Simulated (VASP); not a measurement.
Here is a VASP 6.6.1 calculation.

Contents of INCAR:

```
SYSTEM = TaC5
ALGO = Normal
EDIFF = 1E-7
ENCUT = 520
GGA = PE
ISIF = 2
ISMEAR = 0
LASPH = .True.
LCHARG = .False.
LREAL = .False.
LWAVE = .False.
NBANDS = 24
NELM = 100
PREC = Accurate
SIGMA = 0.1
```

Contents of KPOINTS:

```
k-points
0
Gamma
  6 6 6
  0 0 0
```

The input POSCAR:

```
TaC5
1.0
   -2.3864549200      2.3864549200      4.2849747800
    2.3864549200     -2.3864549200      4.2849747800
    2.3864549200      2.3864549200     -4.2849747800
Ta C
1 5
Direct
    0.5000000000      0.5000000000      0.0000000000
    0.6256838200      0.1256838200      0.5000000000
    0.1256838200      0.6256838200      0.5000000000
    0.3743161800      0.8743161800      0.5000000000
    0.8743161800      0.3743161800      0.5000000000
    0.0000000000      0.0000000000      0.0000000000
```

Potentials or basis: VASP PAW PBE potentials, release 64 (Ta_pv, C).

Launch:

```console
$ cat potpaw_PBE.64/Ta_pv/POTCAR potpaw_PBE.64/C/POTCAR > POTCAR
$ mpirun -np 1 vasp_std > vasp.out
```

Problem. Estimate the largest force.

Solution. 0.913 eV/Å.

Problem. Estimate the pressure.

Solution. -37.5 GPa.

Forces in eV/Å, atoms in the order of the input:
```
Ta   0.000  0.000  0.000
C    0.000  0.000 -0.913
C    0.000  0.000 -0.913
C    0.000  0.000  0.913
C    0.000  0.000  0.913
C    0.000  0.000  0.000
```

Caveat: the cell stands under tension.
